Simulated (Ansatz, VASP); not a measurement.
**TiCo: VASP beside Ansatz**

```
Ti Co
1.0
     2.95170    0.00000    0.00000
     0.00000    2.95170    0.00000
     0.00000    0.00000    2.95170
Ti Co
1 1
Direct
  0.00000 0.00000 0.00000
  0.50000 0.50000 0.50000
```

Alike in both runs: task single point; functional PBE; k mesh 16 × 16 × 16; occupations gaussian, width 0.05 eV; no spin polarisation.

|  | VASP | Ansatz |
| --- | --- | --- |
| version | VASP 6.6.1 | Ansatz 0.2.0 |
| potentials or method | VASP PAW PBE potentials, release 64 (Ti_sv, Co), cutoff 520 eV | scalar-relativistic, plane waves, PAW |
| valence electrons in the cell | 21 | 29 |

|  | VASP | Ansatz | Ansatz less VASP |
| --- | --- | --- | --- |
| gap on the k mesh at the Fermi level (eV) | none | none | - |
| pressure (GPa) | 3.3 | 3.8 | +0.47 |

A gap of «none» marks a metal or a gap that the smearing closes. VASP's potentials hold 21 valence electrons a cell and Ansatz's 29, so a difference there can come from the potentials and not from the codes.
